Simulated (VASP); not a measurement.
# HfN (I4/mmm) in VASP: further runs, part 4 of 4

VASP 6.6.1.

### 6 Electric field gradients, PBEsol (zz strain of -1 %)

The input, INCAR:

```
PREC     = Accurate       # precision mode
ENCUT    = 520            # plane-wave cutoff, eV
EDIFF    = 1E-8           # SCF threshold, eV
ISMEAR   = -1             # smearing method
SIGMA    = 0.01           # smearing width, eV
LREAL    = False          # projectors in reciprocal space
LASPH    = True           # aspherical terms in the spheres
NELM     = 120            # most SCF steps
ALGO     = Normal         # electronic algorithm
ISIF     = 2              # what is computed and relaxed
LWAVE    = False          # write WAVECAR
LCHARG   = False          # write CHGCAR
GGA      = PS             # functional
LEFG     = True         
NBANDS   = 14             # bands
GGA_COMPAT= False
```

The input, KPOINTS:

```
regular mesh
0
Gamma
  10 10 10
```

The input, POSCAR:

```
HfN
1.0
    0.0000000000      2.2590000000      2.2364100000
    2.2590000000      0.0000000000      2.2364100000
    2.2590000000      2.2590000000      0.0000000000
Hf N
1 1
Direct
    0.0000000000      0.0000000000      0.0000000000
    0.5000000000      0.5000000000      0.5000000000
```

Potentials or basis: VASP PAW PBE potentials, release 64 (Hf_pv, N).

Command:

```sh
$ cat potpaw_PBE.64/Hf_pv/POTCAR potpaw_PBE.64/N/POTCAR > POTCAR
$ mpirun -np 1 vasp_std > vasp.out
```

OUTCAR:

```text
PREC = Accurate
   ENCUT = 520
   EDIFF = 1E-8
   ISMEAR = -1
   LREAL = False
   LASPH = True
   NELM = 120
   ISIF = 2
   GGA = PS

 ion  position               nearest neighbor table
   1  0.000  0.000  0.000-   2 2.24   2 2.24   2 2.26   2 2.26   2 2.26   2 2.26
   2  0.500  0.500  0.500-   1 2.24   1 2.24   1 2.26   1 2.26   1 2.26   1 2.26

  LATTYP: Found a body centered tetragonal cell.
 ALAT       =     3.1947084374
 C/A-ratio  =     1.4000714267

  Lattice vectors:

 A1 = (   0.0000000000,  -2.2590000000,  -2.2364100000)
 A2 = (   0.0000000000,   2.2590000000,  -2.2364100000)
 A3 = (   2.2590000000,   0.0000000000,   2.2364100000)

Analysis of symmetry for initial positions (statically):
=====================================================================
 Subroutine PRICEL returns:
 Original cell was already a primitive cell.

 Routine SETGRP: Setting up the symmetry group for a
 body centered tetragonal supercell.

 Subroutine GETGRP returns: Found 16 space group operations
 (whereof 16 operations were pure point group operations)
 out of a pool of 16 trial point group operations.

The static configuration has the point symmetry D_4h.

Analysis of symmetry for dynamics (positions and initial velocities):
=====================================================================
 Subroutine PRICEL returns:
 Original cell was already a primitive cell.

 Routine SETGRP: Setting up the symmetry group for a
 body centered tetragonal supercell.

 Subroutine GETGRP returns: Found 16 space group operations
 (whereof 16 operations were pure point group operations)
 out of a pool of 16 trial point group operations.

The dynamic configuration has the point symmetry D_4h.

[... 166 lines left out ...]
     13      10.4721      0.00000
     14      17.8529      0.00000
[... 377 lines left out ...]
      1     -23.4327      2.00000
      2     -23.0099      2.00000
      3     -22.9832      2.00000
      4      -7.7513      2.00000
      5       1.6755      2.00000
      6       3.6371      2.00000
      7       4.1297      2.00000
      8       5.7546      2.00000
      9      12.3925      0.00000
     10      12.9201      0.00000
     11      13.1596      0.00000
     12      13.1888      0.00000
     13      17.7295      0.00000
     14      19.7836      0.00000

 [... further k-points ...]
[... 5 lines left out ...]
  --------------------------------------------------------------------------------------
  -------------------------------------------------------------------------------------
  Total       -0.5619046     -0.5619046      0.1250444      0.0000000      0.0000000      0.0000000
  in kB      -39.4420300    -39.4420300      8.7772986      0.0000000      0.0000000      0.0000000
  external PRESSURE =     -23.3689205 kB  Pullay stress =       0.0000000 kB

 VOLUME and BASIS-vectors are now :
 -----------------------------------------------------------------------------
  energy-cutoff  :      520.00
  volume of cell :       22.83
      direct lattice vectors                 reciprocal lattice vectors
     0.000000000  2.259000000  2.236410000    -0.221336875  0.221336875  0.223572601
     2.259000000  0.000000000  2.236410000     0.221336875 -0.221336875  0.223572601
     2.259000000  2.259000000  0.000000000     0.221336875  0.221336875 -0.223572601

 POSITION                                       TOTAL-FORCE (eV/Angst)
 -----------------------------------------------------------------------------------
      0.00000      0.00000      0.00000         0.000000      0.000000      0.000000
      2.25900      2.25900      2.23641         0.000000     -0.000000      0.000000
 -----------------------------------------------------------------------------------
    total drift:                                0.000000     -0.000000     -0.000000

  FREE ENERGIE OF THE ION-ELECTRON SYSTEM (eV)
  ---------------------------------------------------
  free  energy   TOTEN  =       -22.9821430073 eV

  energy  without entropy=      -22.9817040423  energy(sigma->0) =      -22.98192352

 Electric field gradients (V/A^2)
---------------------------------------------------------------------
 ion       V_xx      V_yy      V_zz      V_xy      V_xz      V_yz
---------------------------------------------------------------------
   1      19.513    19.513   -39.026    -0.000    -0.000    -0.000
   2       1.977     1.977    -3.954     0.001     0.001     0.001
---------------------------------------------------------------------

 Electric field gradients after diagonalization (V/A^2)
 (convention: |V_zz| > |V_xx| > |V_yy|)
----------------------------------------------------------------------
 ion       V_xx      V_yy      V_zz     asymmetry (V_yy - V_xx)/ V_zz
----------------------------------------------------------------------
   1      19.513    19.513   -39.026       0.000
   2       1.978     1.976    -3.954       0.000
----------------------------------------------------------------------

           NMR quadrupolar parameters

 Cq : quadrupolar parameter    Cq=e*Q*V_zz/h
 eta: asymmetry parameters     (V_yy - V_xx)/ V_zz
 Q  : nuclear electric quadrupole moment in mb (millibarn)
----------------------------------------------------------------------
 ion       Cq(MHz)       eta       Q (mb)
----------------------------------------------------------------------
   1      -0.094       0.000       1.000
   2      -0.010       0.000       1.000
----------------------------------------------------------------------
```

OSZICAR:

```text
N       E                     dE             d eps       ncg     rms          rms(c)
DAV:   1     0.372460812293E+02    0.37246E+02   -0.77979E+03  2856   0.101E+03
DAV:   2    -0.237284860413E+02   -0.60975E+02   -0.56932E+02  3772   0.234E+02
DAV:   3    -0.257083478134E+02   -0.19799E+01   -0.19735E+01  3332   0.350E+01
DAV:   4    -0.257152875243E+02   -0.69397E-02   -0.69391E-02  3414   0.243E+00
DAV:   5    -0.257153284287E+02   -0.40904E-04   -0.40904E-04  3314   0.160E-01    0.513E+01
DAV:   6    -0.231016973633E+02    0.26136E+01   -0.72068E+00  3180   0.209E+01    0.426E+01
DAV:   7    -0.230134423069E+02    0.88255E-01   -0.43908E-01  3600   0.581E+00    0.260E+01
DAV:   8    -0.229870381219E+02    0.26404E-01   -0.10037E-01  3312   0.270E+00    0.513E+00
DAV:   9    -0.229822427874E+02    0.47953E-02   -0.11416E-02  3354   0.879E-01    0.194E+00
DAV:  10    -0.229821810910E+02    0.61696E-04   -0.88546E-04  3810   0.273E-01    0.473E-01
DAV:  11    -0.229821443831E+02    0.36708E-04   -0.73153E-05  3522   0.845E-02    0.903E-02
DAV:  12    -0.229821431947E+02    0.11884E-05   -0.71353E-06  3854   0.229E-02    0.208E-02
DAV:  13    -0.229821430195E+02    0.17515E-06   -0.13248E-07  3396   0.330E-03    0.367E-03
DAV:  14    -0.229821430038E+02    0.15713E-07   -0.62656E-09  2400   0.683E-04    0.163E-03
DAV:  15    -0.229821430073E+02   -0.35109E-08   -0.75458E-10  1746   0.290E-04
   1 F= -.22982143E+02 E0= -.22981924E+02  d E =-.438965E-03
```

Wall time 18 s (1 thread of AMD EPYC 9R45 (Zen 5), shared host); peak memory 0.13 GiB.

Results:

| Item | Value |
| --- | --- |
| Free energy | -22.9821 eV |
| Pressure | -2.3 GPa |

Stress tensor (GPa, compression positive):
```
-3.94  0.00  0.00
 0.00 -3.94  0.00
 0.00  0.00  0.88
```

Electric field gradients, principal values (V/Å²):
```
atom   least  middle  greatest (by size)
1 Hf  19.513  19.513             -39.026
 2 N   1.976   1.978              -3.954
```

Caveat: the cell differs from its parent crystal (zz strain of -1 %); without QUAD_EFG the Cq values of the log hold for a quadrupole moment of 1 mb, not for the nuclei; the PAW data sets were made with another functional, which shifts forces and pressure a little; spin-orbit coupling is left out, which moves the levels of the heavy elements.

### 7 Summary

| cell | gap on the mesh (eV) | pressure (GPa) |
| --- | --- | --- |
| a = 3.211, b = 3.211, c = 3.227 Å, angles 59.8, 59.8, 60.3°, 2 atoms | none | -10.2 |
| a = 3.227, b = 3.227, c = 3.259 Å, angles 59.7, 59.7, 60.7°, 2 atoms | none | -14.7 |
| a = 3.179, b = 3.179, c = 3.163 Å, angles 60.2, 60.2, 59.7°, 2 atoms | none | 0.6 |
| a = 3.179, b = 3.179, c = 3.195 Å, angles 59.8, 59.8, 60.3°, 2 atoms | none | -2.3 |

Alike in all rows: task electric field gradients; level PBEsol; potentials or basis VASP PAW PBE potentials, release 64 (Hf_pv, N); no spin polarisation; k mesh 10 × 10 × 10; cutoff (eV) 520; smearing fermi-dirac 0.01 eV.

Caveats: the PAW data sets were made with another functional, which shifts forces and pressure a little; spin-orbit coupling is left out, which moves the levels of the heavy elements.

Absolute energies hang on the potentials; compare differences alone.
